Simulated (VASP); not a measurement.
Set up this calculation in VASP 6.6.1, as the native input.

| Quantity | Value |
| --- | --- |
| Task | relaxation of cell and atoms |
| Functional | PBE |
| Potentials or basis | VASP PAW PBE potentials, release 64 (Nb_sv) |
| Cutoff | 600 eV |
| k mesh | 17 × 17 × 17 |
| Occupations | fermi-dirac, width 0.08 eV |
| Spin | no spin polarisation |
| Target pressure | 28 GPa |
| Dipole correction | no |
| Further INCAR settings | ALGO = Normal; EDIFF = 1e-07; IBRION = 2; EDIFFG = -0.005; NSW = 60; ISIF = 3 |

The structure of Nb lies in POSCAR:

```
Nb
1.0
   -1.6015035540      1.6015035540      1.6015035540
    1.6015035540     -1.6015035540      1.6015035540
    1.6015035540      1.6015035540     -1.6015035540
Nb
1
Direct
    0.0000000000      0.0000000000      0.0000000000
```

The input as run:

INCAR

```
SYSTEM = Nb
PREC     = Accurate       ! precision mode
ENCUT    = 600            ! plane-wave cutoff, eV
EDIFF    = 1E-7           ! SCF threshold, eV
ISMEAR   = -1             ! smearing method
SIGMA    = 0.08           ! smearing width, eV
LREAL    = .FALSE.        ! projectors in reciprocal space
LASPH    = .TRUE.         ! aspherical terms in the spheres
NELM     = 80             ! most SCF steps
ALGO     = Normal         ! electronic algorithm
ISIF     = 3              ! what is computed and relaxed
LWAVE    = .FALSE.        ! write WAVECAR
LCHARG   = .FALSE.        ! write CHGCAR
GGA      = PE             ! functional
IBRION   = 2              ! ionic algorithm
NSW      = 60             ! ionic steps
EDIFFG   = -0.005         ! ionic threshold
PSTRESS  = 280.0
```

KPOINTS

```
Automatic mesh
0
G
  17 17 17
  0 0 0
```

Potentials or basis: VASP PAW PBE potentials, release 64 (Nb_sv).

Command:

```console
$ cat potpaw_PBE.64/Nb_sv/POTCAR > POTCAR
$ mpirun -np 1 vasp_std > vasp.out
```

It gave:

| Property | Result |
| --- | --- |
| Relaxed volume | 15.89 Å³/atom |
| Relaxed cell | a = 2.743 Å, b = 2.743 Å, c = 2.743 Å, α = 109.47°, β = 109.47°, γ = 109.47° |
| Space group after relaxing (to 0.1 Å) | Im-3m (No. 229) |
| Energy change on relaxing (the run minimises the enthalpy) | +79.7 meV/atom |
| Ionic steps | 4 |
| Pressure after relaxing | 28.0 GPa |
| Band gap on the k mesh | zero (an odd number of electrons rules out a gap without spin polarisation) |

Caveat: the cell is relaxed towards a set pressure, so the run minimises the enthalpy, not the energy.

Run time: 2.3 min on 1 thread of Intel Xeon 8259CL, on a shared host, peak memory 0.18 GiB.
